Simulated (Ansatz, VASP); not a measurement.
**Two plane-wave programs on TiO2**

```xyz
6
Lattice="4.6433 0.0000 0.0000 0.0000 4.6433 0.0000 0.0000 0.0000 2.9639" Properties=species:S:1:pos:R:3 pbc="T T T"
Ti    2.3217    2.3217    0.0000
Ti    0.0000    0.0000    1.4819
O     3.2265    3.2265    1.4819
O     3.7385    0.9049    0.0000
O     0.9049    3.7385    0.0000
O     1.4168    1.4168    1.4819
```

Alike in both runs: functional PBE; k mesh 6 × 6 × 10; occupations gaussian, width 0.02 eV; no spin polarisation.

Ansatz relaxed the structure, and its values are those at the end. VASP's run is a single point on that final structure, the one shown.

```csv
,VASP,Ansatz
version,VASP 6.6.1,Ansatz 0.2.0
potentials or method,"VASP PAW PBE potentials, release 64 (Ti_sv, O), cutoff 520 eV","scalar-relativistic, plane waves, PAW"
valence electrons in the cell,48,48
```

Ansatz gave:

- gap on the k mesh at the Fermi level (eV): 1.86
- least direct gap on the mesh (eV): 1.86
- pressure (GPa): 0.0
- rms of the force components (eV/Å): 0.000

Q: Estimate VASP's values.

A: gap on the k mesh at the Fermi level (eV): 1.84; least direct gap on the mesh (eV): 1.84; pressure (GPa): 0.7; rms of the force components (eV/Å): 0.014.
